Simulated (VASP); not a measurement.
Crystal: Be3As2.

```
Be As
1.0
     1.59585    0.92137    7.39759
    -1.59585    0.92137    7.39759
     0.00000   -1.84273    7.39759
Be As
3 2
Direct
  0.00000 0.00000 0.00000
  0.20950 0.20950 0.20950
  0.79050 0.79050 0.79050
  0.40000 0.40000 0.40000
  0.60000 0.60000 0.60000
```

- Program: VASP 6.6.1
- Task: relaxation of cell and atoms
- Functional: PBE
- Potentials or basis: VASP PAW PBE potentials, release 64 (Be, As)
- Cutoff: 600 eV
- k mesh: 6 × 6 × 6
- Occupations: gaussian, width 0.1 eV
- Spin: no spin polarisation

At the start: pressure 8.9 GPa; volume 13.05 Å³/atom.

Problem. Where does the relaxation end?

Solution. Over 20 steps the energy falls by 132.8 meV/atom and the volume is 13.76 Å³/atom (+5.4 %); space group R-3m (No. 166, to 0.1 Å) before and after.

Step by step:
| step | energy change (eV) | largest force (eV/Å) | pressure (GPa) | volume (Å³) |
| --- | --- | --- | --- | --- |
| 1 | 0.0000 | 1.0801 | 8.86 | 65.26 |
| 2 | -0.2369 | 0.2567 | -2.34 | 72.30 |
| 3 | -0.2396 | 0.3039 | -1.42 | 71.55 |
| 4 | -0.2845 | 0.3425 | -1.04 | 70.85 |
| 5 | -0.4190 | 0.4710 | 0.44 | 68.67 |
| 6 | -0.5029 | 0.7393 | 5.16 | 63.92 |
| 7 | -0.5390 | 0.6686 | 2.86 | 65.93 |
| 8 | -0.5410 | 0.6751 | 3.45 | 65.35 |
| 9 | -0.5648 | 0.6494 | 2.75 | 65.65 |
| 10 | -0.5801 | 0.4772 | 1.32 | 66.34 |
| 11 | -0.5823 | 0.5320 | 1.65 | 66.17 |
| 12 | -0.6045 | 0.4488 | 1.02 | 66.69 |
| 13 | -0.6422 | 0.2277 | -0.65 | 68.23 |
| 14 | -0.6453 | 0.2174 | -1.20 | 68.80 |
| 15 | -0.6537 | 0.1572 | -0.36 | 68.29 |
| 16 | -0.6563 | 0.0982 | 0.45 | 67.83 |
| 17 | -0.6588 | 0.0848 | 0.29 | 68.01 |
| 18 | -0.6603 | 0.0700 | 0.05 | 68.30 |
| 19 | -0.6617 | 0.0565 | -0.03 | 68.42 |
| 20 | -0.6639 | 0.0313 | -0.26 | 68.80 |

Final structure:
```
CELL_PARAMETERS angstrom
1.74817 1.00930 6.49899
-1.74817 1.00930 6.49899
0.00000 -2.01861 6.49899
ATOMIC_POSITIONS crystal
Be 0.00000 0.00000 0.00000
Be 0.20358 0.20358 0.20358
Be 0.79642 0.79642 0.79642
As 0.40912 0.40912 0.40912
As 0.59088 0.59088 0.59088
```

Caveat: the k points lie up to 0.35 Å⁻¹ apart in the final cell, too coarse for converged energies and pressures of a metal.
